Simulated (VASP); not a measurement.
**SiO2: single point with PBE**

Crystal: SiO2.

```
CELL_PARAMETERS angstrom
-4.46150 4.46150 2.67769
4.46150 -4.46150 2.67769
4.46150 4.46150 -2.67769
ATOMIC_POSITIONS crystal
Si 0.68050 0.68050 0.36100
Si 0.31950 0.31950 0.63900
Si 0.31950 0.68050 0.00000
Si 0.68050 0.31950 0.00000
O 0.50000 0.50000 0.50000
O 0.00000 0.00000 0.50000
O 0.51549 0.64446 0.15996
O 0.64446 0.48451 0.12897
O 0.35554 0.51549 0.87103
O 0.48451 0.35554 0.84004
O 0.00000 0.50000 0.00000
O 0.50000 0.00000 0.00000
```

The cell was generated, and may not be a known phase.

```
Program                : VASP 6.6.1
Task                   : single point
Functional             : PBE
Potentials or basis    : VASP PAW PBE potentials, release 64 (Si, O)
Cutoff                 : 520 eV
k mesh                 : 4 × 4 × 4
Occupations            : gaussian, width 0.1 eV
Spin                   : no spin polarisation
Dipole correction      : no
Further INCAR settings : ALGO = Normal; EDIFF = 1e-06; NBANDS = 44
```

```json
{"Pressure": "18.3 GPa", "Largest force": "12.922 eV/Å", "Band gap on the k mesh": "1.30 eV (least direct gap 2.06 eV)"}
```

Forces in eV/Å, atoms in the order of the input:
```
Si   -2.569   2.073   0.000
Si    2.569  -2.073   0.000
Si    2.073   2.569   0.000
Si   -2.073  -2.569   0.000
O     0.000   0.000   0.000
O     0.000   0.000   0.000
O    11.348  -6.181   0.000
O     6.181  11.348   0.000
O    -6.181 -11.348   0.000
O   -11.348   6.181   0.000
O     0.000   0.000   0.000
O     0.000   0.000   0.000
```

Stress tensor (GPa, compression positive):
```
26.06  0.00  0.00
 0.00 26.06  0.00
 0.00  0.00  2.76
```

Levels at points of the mesh, in eV from the valence-band top:
```tsv
k point	band 30	band 31	band 32	band 33	band 34	band 35
(0.00, 0.00, 0.00)	-2.33	-2.03	-0.75	1.30	2.86	4.07
(0.50, 0.00, 0.00)	-2.66	-2.25	-0.27	3.24	3.47	4.30
(0.50, 0.50, 0.00)	-2.38	-2.23	-0.33	2.32	2.40	3.67
(0.50, 0.50, 0.50)	-3.13	-2.46	0.00	3.00	3.00	3.63
```

Run time: 7.4 min on 1 thread of Intel Xeon 8259CL (shared host), peak memory 0.42 GiB.

Caveat: the stress differs along the axes, from 3 to 26 GPa; forces of over 1 eV/Å act on the atoms, so gaps and moduli don't describe the material at rest. A k mesh can miss the band edges.
